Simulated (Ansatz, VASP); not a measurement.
## One calculation of CdSe, two programs

```
CELL_PARAMETERS angstrom
4.30110 0.00000 0.00000
-2.15055 3.72486 0.00000
0.00000 0.00000 7.02224
ATOMIC_POSITIONS crystal
Cd 0.33333 0.66667 0.00470
Cd 0.66667 0.33333 0.50470
Se 0.33333 0.66667 0.38030
Se 0.66667 0.33333 0.88030
```

Alike in both runs: functional PBEsol; k mesh 8 × 8 × 4; occupations fermi-dirac, width 0.1 eV; no spin polarisation.

Ansatz relaxed the structure, and its values are those at the end. VASP's run is a single point on that final structure, the one shown.

|  | VASP | Ansatz |
| --- | --- | --- |
| version | VASP 6.6.1 | Ansatz 0.2.0 |
| potentials or method | VASP PAW PBE potentials, release 64 (Cd, Se) | PAW with Ansatz's default frozen-core files, scalar-relativistic |
| plane-wave cutoff (eV) | 520 | 420 |
| valence electrons in the cell | 36 | 72 |

```tsv
	VASP	Ansatz	Ansatz less VASP
pressure (GPa)	0.4	0.0	-0.34
```

VASP's potentials were made for PBE, not for PBEsol. With one functional, cell and mesh, what is left measures potentials, basis and numerics. VASP's potentials hold 36 valence electrons a cell and Ansatz's 72, so a difference there can come from the potentials and not from the codes.
